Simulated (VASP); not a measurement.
# MoS2 (P6_3/mmc) in VASP: notebook, part 2 of 3

VASP 6.6.1.

### 3 Single point, PBEsol, collinear spin (17.99 Å³/atom)

This run uses another cell than the first one, of 17.99 Å³/atom.

File INCAR:

```
ALGO = Normal
EDIFF = 1E-6
ENCUT = 500
GGA = PS
GGA_COMPAT = F
ISIF = 2
ISMEAR = 0
ISPIN = 2
LASPH = T
LCHARG = F
LMAXMIX = 4
LORBIT = 11
LREAL = F
LWAVE = F
MAGMOM = 0.05 0.05 0 0 0 0
NBANDS = 39
NELM = 200
PREC = Accurate
SIGMA = 0.05
```

File KPOINTS:

```
k-points
0
Gamma
  8 8 2
```

File POSCAR:

```
MoS2
1.0
    3.1419184565      0.0000000000      0.0000000000
   -1.5709592283      2.7209812000      0.0000000000
    0.0000000000      0.0000000000     12.6255776550
Mo S
2 4
Direct
    0.3333333333      0.6666666667      0.2500000000
    0.6666666667      0.3333333333      0.7500000000
    0.3333333333      0.6666666667      0.6265210559
    0.6666666667      0.3333333333      0.1265210559
    0.3333333333      0.6666666667      0.8734789441
    0.6666666667      0.3333333333      0.3734789441
```

Potentials or basis: VASP PAW PBE potentials, release 64 (Mo_sv, S).

On the command line:

```sh
> cat potpaw_PBE.64/Mo_sv/POTCAR potpaw_PBE.64/S/POTCAR > POTCAR
> mpirun -np 1 vasp_std > vasp.out
```

OUTCAR:

```text
EDIFF = 1E-6
   ENCUT = 500
   GGA = PS
   ISIF = 2
   ISMEAR = 0
   ISPIN = 2
   LASPH = T
   LORBIT = 11
   LREAL = F
   NELM = 200
   PREC = Accurate

 ion  position               nearest neighbor table
   1  0.333  0.667  0.250-   4 2.39   6 2.39   4 2.39   6 2.39   4 2.39   6 2.39
   2  0.667  0.333  0.750-   3 2.39   5 2.39   3 2.39   5 2.39   3 2.39   5 2.39
   3  0.333  0.667  0.627-   2 2.39   2 2.39   2 2.39
   4  0.667  0.333  0.127-   1 2.39   1 2.39   1 2.39
   5  0.333  0.667  0.873-   2 2.39   2 2.39   2 2.39
   6  0.667  0.333  0.373-   1 2.39   1 2.39   1 2.39

  LATTYP: Found a hexagonal cell.
 ALAT       =     3.1419184565
 C/A-ratio  =     4.0184294500

  Lattice vectors:

 A1 = (   3.1419184565,   0.0000000000,   0.0000000000)
 A2 = (  -1.5709592283,   2.7209812000,   0.0000000000)
 A3 = (   0.0000000000,   0.0000000000,  12.6255776550)

[... 1853 lines left out ...]
  -------------------------------------------------------------------------------------
  Total       -0.0491822     -0.0491822     -0.0755475      0.0000000      0.0000000      0.0000000
  in kB       -0.7300400     -0.7300400     -1.1213953      0.0000000      0.0000000      0.0000000
  external PRESSURE =      -0.8604917 kB  Pullay stress =       0.0000000 kB

 VOLUME and BASIS-vectors are now :
 -----------------------------------------------------------------------------
  energy-cutoff  :      500.00
  volume of cell :      107.94
      direct lattice vectors                 reciprocal lattice vectors
     3.141918457  0.000000000  0.000000000     0.318276879  0.183757242  0.000000000
    -1.570959228  2.720981200  0.000000000     0.000000000  0.367514483  0.000000000
     0.000000000  0.000000000 12.625577655     0.000000000  0.000000000  0.079204297

 POSITION                                       TOTAL-FORCE (eV/Angst)
 -----------------------------------------------------------------------------------
     -0.00000      1.81399      3.15639         0.000000     -0.000000      0.000000
      1.57096      0.90699      9.46918        -0.000000      0.000000      0.000000
     -0.00000      1.81399      7.91019         0.000000      0.000000     -0.001923
      1.57096      0.90699      1.59740         0.000000      0.000000     -0.001923
     -0.00000      1.81399     11.02818         0.000000      0.000000      0.001923
      1.57096      0.90699      4.71539         0.000000      0.000000      0.001923
 -----------------------------------------------------------------------------------
    total drift:                               -0.000000      0.000000     -0.000000

  FREE ENERGIE OF THE ION-ELECTRON SYSTEM (eV)
  ---------------------------------------------------
  free  energy   TOTEN  =       -46.9046640999 eV

  energy  without entropy=      -46.9046640999  energy(sigma->0) =      -46.90466410

 total charge

# of ion       s       p       d       tot
------------------------------------------
    1        2.300   6.230   3.992  12.522
    2        2.300   6.230   3.992  12.522
    3        1.358   2.326   0.000   3.684
    4        1.358   2.326   0.000   3.684
    5        1.358   2.326   0.000   3.684
    6        1.358   2.326   0.000   3.684
--------------------------------------------------
tot         10.031  21.765   7.984  39.779

 magnetization (x)

# of ion       s       p       d       tot
------------------------------------------
    1       -0.000  -0.000  -0.000  -0.000
    2       -0.000  -0.000  -0.000  -0.000
    3       -0.000  -0.000   0.000  -0.000
    4       -0.000  -0.000   0.000  -0.000
    5       -0.000  -0.000   0.000  -0.000
    6       -0.000  -0.000   0.000  -0.000
--------------------------------------------------
tot         -0.000  -0.000  -0.000  -0.000
```

OSZICAR:

```text
N       E                     dE             d eps       ncg     rms          rms(c)
DAV:   1     0.420743398170E+03    0.42074E+03   -0.28064E+04  3416   0.122E+03
DAV:   2    -0.295700669582E+02   -0.45031E+03   -0.43258E+03  3769   0.332E+02
DAV:   3    -0.494696787722E+02   -0.19900E+02   -0.19592E+02  3825   0.655E+01
DAV:   4    -0.497916237996E+02   -0.32195E+00   -0.32161E+00  3837   0.867E+00
DAV:   5    -0.497972947369E+02   -0.56709E-02   -0.56702E-02  3798   0.115E+00    0.370E+01
DAV:   6    -0.476178720029E+02    0.21794E+01   -0.98917E+00  3433   0.195E+01    0.122E+01
DAV:   7    -0.472839215695E+02    0.33395E+00   -0.43059E+00  3322   0.125E+01    0.854E+00
DAV:   8    -0.469053452686E+02    0.37858E+00   -0.72541E-01  3460   0.565E+00    0.275E+00
DAV:   9    -0.469118326641E+02   -0.64874E-02   -0.89552E-02  3732   0.133E+00    0.137E+00
DAV:  10    -0.469047472226E+02    0.70854E-02   -0.27290E-02  3545   0.104E+00    0.344E-01
DAV:  11    -0.469048100569E+02   -0.62834E-04   -0.15302E-03  3610   0.191E-01    0.160E-01
DAV:  12    -0.469046595843E+02    0.15047E-03   -0.32905E-04  3597   0.973E-02    0.850E-02
DAV:  13    -0.469046602047E+02   -0.62041E-06   -0.10274E-04  3706   0.460E-02    0.138E-02
DAV:  14    -0.469046636281E+02   -0.34234E-05   -0.78012E-06  3432   0.114E-02    0.133E-02
DAV:  15    -0.469046640999E+02   -0.47177E-06   -0.10528E-06  2584   0.569E-03
   1 F= -.46904664E+02 E0= -.46904664E+02  d E =-.167643E-20  mag=     0.0000
```

stdout:

```text
POSCAR found type information on POSCAR MoS
 POSCAR found :  2 types and       6 ions
 scaLAPACK will be used
 -----------------------------------------------------------------------------
|                                                                             |
|                                                                             |
|     You enforced a specific xc type in the INCAR file but a different       |
|     I HOPE YOU KNOW WHAT YOU ARE DOING!                                     |
|                                                                             |
 -----------------------------------------------------------------------------

 LDA part: xc-table for (Slater+PW92), standard interpolation
 POSCAR, INCAR and KPOINTS ok, starting setup
 FFT: planning ... GRIDC
 FFT: planning ... GRID_SOFT
 FFT: planning ... GRID
 WAVECAR not read
 entering main loop
```

Run time: 2.2 min. Hardware: 1 thread of Intel Xeon Platinum 8124M at 3.00GHz (Skylake/Cascade Lake), shared host; peak memory 0.32 GiB.

What came out:

- Free energy: -46.9047 eV
- Pressure: -0.1 GPa
- Band gap on the k mesh: 1.12 eV (least direct gap 2.03 eV)
- Net moment: 0.00 μB per cell
- Valence electrons inside the program's atomic spheres: Mo 12.52; S 3.68

Levels at points of the mesh, in eV from the valence-band top:
Spin up:
| k point | band 24 | band 25 | band 26 | band 27 | band 28 | band 29 |
| --- | --- | --- | --- | --- | --- | --- |
| (0.00, 0.00, 0.00) | -1.33 | -1.11 | 0.00 | 2.31 | 2.31 | 2.32 |
| (0.50, 0.00, 0.00) | -1.39 | -1.30 | -1.22 | 1.82 | 1.85 | 2.21 |
| (0.00, 0.00, 0.50) | -2.03 | -0.29 | -0.29 | 2.31 | 2.31 | 2.31 |
| (0.50, 0.00, 0.50) | -1.47 | -1.25 | -1.25 | 1.83 | 1.83 | 2.34 |
Spin down:
| k point | band 24 | band 25 | band 26 | band 27 | band 28 | band 29 |
| --- | --- | --- | --- | --- | --- | --- |
| (0.00, 0.00, 0.00) | -1.33 | -1.11 | 0.00 | 2.31 | 2.31 | 2.32 |
| (0.50, 0.00, 0.00) | -1.39 | -1.30 | -1.22 | 1.82 | 1.85 | 2.21 |
| (0.00, 0.00, 0.50) | -2.03 | -0.29 | -0.29 | 2.31 | 2.31 | 2.31 |
| (0.50, 0.00, 0.50) | -1.47 | -1.25 | -1.25 | 1.83 | 1.83 | 2.34 |

Caveat: the PAW data sets were made with another functional, which shifts forces and pressure a little; this functional lacks dispersion, which binds layers or chains, so the pressure and a relaxed spacing across them are unreliable.

### 4 Single point, PBEsol, collinear spin (18.24 Å³/atom)

This run uses another cell than the first one, of 18.24 Å³/atom.

File INCAR:

```
SYSTEM = MoS2
PREC = Accurate
ENCUT = 500
EDIFF = 1E-6
ISMEAR = 0
SIGMA = 0.05
LREAL = .False.
LASPH = .True.
NELM = 200
ALGO = Normal
ISIF = 2
LWAVE = .False.
LCHARG = .False.
ISPIN = 2
MAGMOM = 0.05 0.05 0 0 0 0
LORBIT = 11
LMAXMIX = 4
GGA = PS
NBANDS = 39
GGA_COMPAT = .False.
```

File KPOINTS:

```
regular mesh
0
Gamma
  8 8 2
  0 0 0
```

File POSCAR:

```
MoS2
1.0
    3.1468116313      0.0000000000      0.0000000000
   -1.5734058156      2.7252188136      0.0000000000
    0.0000000000      0.0000000000     12.7626373279
Mo S
2 4
Direct
    0.3333333333      0.6666666667      0.2500000000
    0.6666666667      0.3333333333      0.7500000000
    0.3333333333      0.6666666667      0.6279278504
    0.6666666667      0.3333333333      0.1279278504
    0.3333333333      0.6666666667      0.8720721496
    0.6666666667      0.3333333333      0.3720721496
```

Potentials or basis: VASP PAW PBE potentials, release 64 (Mo_sv, S).

On the command line:

```sh
> cat potpaw_PBE.64/Mo_sv/POTCAR potpaw_PBE.64/S/POTCAR > POTCAR
> mpirun -np 1 vasp_std > vasp.out
```

OUTCAR:

```text
SYSTEM = MoS2
   PREC = Accurate
   ENCUT = 500
   EDIFF = 1E-6
   ISMEAR = 0
   LREAL = .False.
   LASPH = .True.
   NELM = 200
   ISIF = 2
   ISPIN = 2
   LORBIT = 11
   GGA = PS

 ion  position               nearest neighbor table
   1  0.333  0.667  0.250-   4 2.39   6 2.39   4 2.39   6 2.39   4 2.39   6 2.39
   2  0.667  0.333  0.750-   3 2.39   5 2.39   3 2.39   5 2.39   3 2.39   5 2.39
   3  0.333  0.667  0.628-   2 2.39   2 2.39   2 2.39
   4  0.667  0.333  0.128-   1 2.39   1 2.39   1 2.39
   5  0.333  0.667  0.872-   2 2.39   2 2.39   2 2.39
   6  0.667  0.333  0.372-   1 2.39   1 2.39   1 2.39

  LATTYP: Found a hexagonal cell.
 ALAT       =     3.1468116313
 C/A-ratio  =     4.0557360348

  Lattice vectors:

 A1 = (   3.1468116313,   0.0000000000,   0.0000000000)
 A2 = (  -1.5734058156,   2.7252188136,   0.0000000000)
 A3 = (   0.0000000000,   0.0000000000,  12.7626373279)

Analysis of symmetry for initial positions (statically):
=====================================================================
 Subroutine PRICEL returns:
 Original cell was already a primitive cell.

 Routine SETGRP: Setting up the symmetry group for a
 hexagonal supercell.

 Subroutine GETGRP returns: Found 24 space group operations
 (whereof 12 operations were pure point group operations)
 out of a pool of 24 trial point group operations.

The static configuration has the point symmetry D_3d.
 The point group associated with its full space group is D_6h.

Analysis of symmetry for dynamics (positions and initial velocities):
=====================================================================
 Subroutine PRICEL returns:
 Original cell was already a primitive cell.

 Routine SETGRP: Setting up the symmetry group for a
 hexagonal supercell.

 Subroutine GETGRP returns: Found 24 space group operations
 (whereof 12 operations were pure point group operations)
 out of a pool of 24 trial point group operations.

The dynamic configuration has the point symmetry D_3d.
 The point group associated with its full space group is D_6h.

Analysis of structural, dynamic, and magnetic symmetry:
=====================================================================
 Subroutine PRICEL returns:
 Original cell was already a primitive cell.

 Routine SETGRP: Setting up the symmetry group for a
 hexagonal supercell.

 Subroutine GETGRP returns: Found 24 space group operations
 (whereof 12 operations were pure point group operations)
 out of a pool of 24 trial point group operations.

The overall configuration has the point symmetry D_3d.
 The point group associated with its full space group is D_6h.

 Subroutine INISYM returns: Found 24 space group operations
 (whereof 12 operations are pure point group operations),
 and found     1 'primitive' translations

----------------------------------------------------------------------------------------

                                     Primitive cell

  volume of cell :     109.4492

  direct lattice vectors                    reciprocal lattice vectors
     3.146811631  0.000000000  0.000000000     0.317781970  0.183471506  0.000000000
    -1.573405816  2.725218814  0.000000000     0.000000000  0.366943012  0.000000000
     0.000000000  0.000000000 12.762637328     0.000000000  0.000000000  0.078353711
[... 93 lines left out ...]
   ISIF   =      2    stress and relaxation
   ISYM   =      2    0-nonsym 1-usesym 2-fastsym
   POTIM  = 0.5000    time-step for ionic-motion
   TEBEG  =    0.0;   TEEND  =   0.0 temperature during run
   PSTRESS=    0.0 pullay stress
   NELECT =      52.0000    total number of electrons
   NUPDOWN=      -1.0000    fix difference up-down
   EMIN   =  10.00;   EMAX   =-10.00  energy-range for DOS
   EFERMI =   0.00;   METHOD = LEGACY
   ISMEAR =     0;   SIGMA  =   0.05  broadening in eV -4-tet -1-fermi 0-gaus
   EFERMI_NEDOS =   21; number of points for ismear=-14 and -15
   IALGO  =     38    algorithm
   IMIX   =      4    mixing-type and parameters
     AMIX     =   0.40;   BMIX     =  1.00
     AMIX_MAG =   1.60;   BMIX_MAG =  1.00
  volume/ion in A,a.u.               =      18.24       123.10
  Fermi-wavevector in a.u.,A,eV,Ry     =   1.277434  2.414000 22.202494  1.631837
  Thomas-Fermi vector in A             =   2.410034
   LORBIT       =     11    0 simple, 1 ext, 2 COOP (PROOUT), +10 PAW based schemes
   GGA     = PS    functional components
   LHFCALC =     F    Hartree Fock is set to
   AEXX    =    0.0000 exact exchange contribution
   IVDW    =     0    specifies the selected vdW correction
   LEPSILON=     F    determine dielectric tensor
   LRPA    =     F    only Hartree local field effects (RPA)
 spin polarized calculation
 Gauss-broadening in eV      SIGMA  =   0.05
  energy-cutoff  :      500.00
  volume of cell :      109.45
 maximum number of plane-waves:      2804
 NGX is ok and might be reduce to    24
   NGX = 11   NGY = 11   NGZ = 47

 number of electron      52.0000003 magnetization       0.0002428

 Free energy of the ion-electron system (eV)
  ---------------------------------------------------
  ext. energy  EPLUGINS =         0.00000000
  ---------------------------------------------------
  free energy    TOTEN  =       -46.90313436 eV

  energy without entropy =      -46.90313436  energy(sigma->0) =      -46.90313436

 E-fermi :   7.3256     XC(G=0): -10.8013

 val. band max:        6.9920490380   @ k =   0.0000   0.0000   0.0000
 cond. band min:       8.1604789287   @ k =   0.2500   0.1250   0.0000
 fundamental gap:      1.1684298907
 Fermi energy:         7.3256160157

 spin component 1

 k-point     1 :       0.0000    0.0000    0.0000
  band No.  band energies     occupation
      1     -54.2532      1.00000
      2     -54.2532      1.00000
      3     -28.4606      1.00000
      4     -28.4606      1.00000
      5     -28.2046      1.00000
      6     -28.2046      1.00000
[... 809 lines left out ...]
     37      14.7416      0.00000
     38      14.7416      0.00000
 Fermi energy:         7.3256160157

 spin component 2

 k-point     1 :       0.0000    0.0000    0.0000
  band No.  band energies     occupation
      1     -54.2532      1.00000
      2     -54.2532      1.00000
      3     -28.4606      1.00000
      4     -28.4606      1.00000
      5     -28.2046      1.00000
      6     -28.2046      1.00000
[... 809 lines left out ...]
     37      14.7417      0.00000
     38      14.7417      0.00000
 [bands above 38 left out]

------------------------ aborting loop because EDIFF is reached ----------------------------------------

  FORCE on cell =-STRESS in cart. coord.  units (eV):
  Direction    XX          YY          ZZ          XY          YZ          ZX
  --------------------------------------------------------------------------------------
  -------------------------------------------------------------------------------------
  Total       -0.3804238     -0.3804238     -0.2466505     -0.0000000      0.0000000      0.0000000
  in kB       -5.5688531     -5.5688531     -3.6106061     -0.0000000      0.0000000      0.0000000
  external PRESSURE =      -4.9161041 kB  Pullay stress =       0.0000000 kB

 VOLUME and BASIS-vectors are now :
 -----------------------------------------------------------------------------
  energy-cutoff  :      500.00
  volume of cell :      109.45
      direct lattice vectors                 reciprocal lattice vectors
     3.146811631  0.000000000  0.000000000     0.317781970  0.183471506  0.000000000
    -1.573405816  2.725218814  0.000000000     0.000000000  0.366943012  0.000000000
     0.000000000  0.000000000 12.762637328     0.000000000  0.000000000  0.078353711

 POSITION                                       TOTAL-FORCE (eV/Angst)
 -----------------------------------------------------------------------------------
     -0.00000      1.81681      3.19066        -0.000000      0.000000     -0.000000
      1.57341      0.90841      9.57198         0.000000     -0.000000     -0.000000
     -0.00000      1.81681      8.01402         0.000000      0.000000      0.005311
      1.57341      0.90841      1.63270         0.000000     -0.000000      0.005311
     -0.00000      1.81681     11.12994         0.000000      0.000000     -0.005311
      1.57341      0.90841      4.74862         0.000000     -0.000000     -0.005311
 -----------------------------------------------------------------------------------
    total drift:                               -0.000000      0.000000     -0.000000

  FREE ENERGIE OF THE ION-ELECTRON SYSTEM (eV)
  ---------------------------------------------------
  free  energy   TOTEN  =       -46.9031343631 eV

  energy  without entropy=      -46.9031343631  energy(sigma->0) =      -46.90313436

 total charge

# of ion       s       p       d       tot
------------------------------------------
    1        2.299   6.229   3.988  12.516
    2        2.299   6.229   3.988  12.516
    3        1.358   2.325   0.000   3.683
    4        1.358   2.325   0.000   3.683
    5        1.358   2.325   0.000   3.683
    6        1.358   2.325   0.000   3.683
--------------------------------------------------
tot         10.029  21.760   7.975  39.764

 magnetization (x)

# of ion       s       p       d       tot
------------------------------------------
    1        0.000  -0.000  -0.000  -0.000
    2        0.000  -0.000  -0.000  -0.000
    3       -0.000  -0.000   0.000  -0.000
    4       -0.000  -0.000   0.000  -0.000
    5       -0.000  -0.000   0.000  -0.000
    6       -0.000  -0.000   0.000  -0.000
--------------------------------------------------
tot         -0.000  -0.000  -0.000  -0.000
```

It took 2.2 min on 1 thread of Intel Xeon Platinum 8124M at 3.00GHz (Skylake/Cascade Lake), shared host; peak memory 0.32 GiB.

What came out:

| Item | Value |
| --- | --- |
| Free energy | -46.9031 eV |
| Pressure | -0.5 GPa |
| Largest force | 0.005 eV/Å |
| Band gap on the k mesh | 1.17 eV (least direct gap 2.03 eV) |
| Net moment | 0.00 μB per cell |
| Valence electrons inside the program's atomic spheres | Mo 12.52; S 3.68 |

Forces on the atoms (eV/Å):
```
Mo   0.000  0.000  0.000
Mo   0.000  0.000  0.000
S    0.000  0.000  0.005
S    0.000  0.000  0.005
S    0.000  0.000 -0.005
S    0.000  0.000 -0.005
```

Stress tensor (GPa, compression positive):
```
-0.56  0.00  0.00
 0.00 -0.56  0.00
 0.00  0.00 -0.36
```

Caveat: the PAW data sets were made with another functional, which shifts forces and pressure a little; this functional lacks dispersion, which binds layers or chains, so the pressure and a relaxed spacing across them are unreliable.

(Part 2 of 3 ends here.)
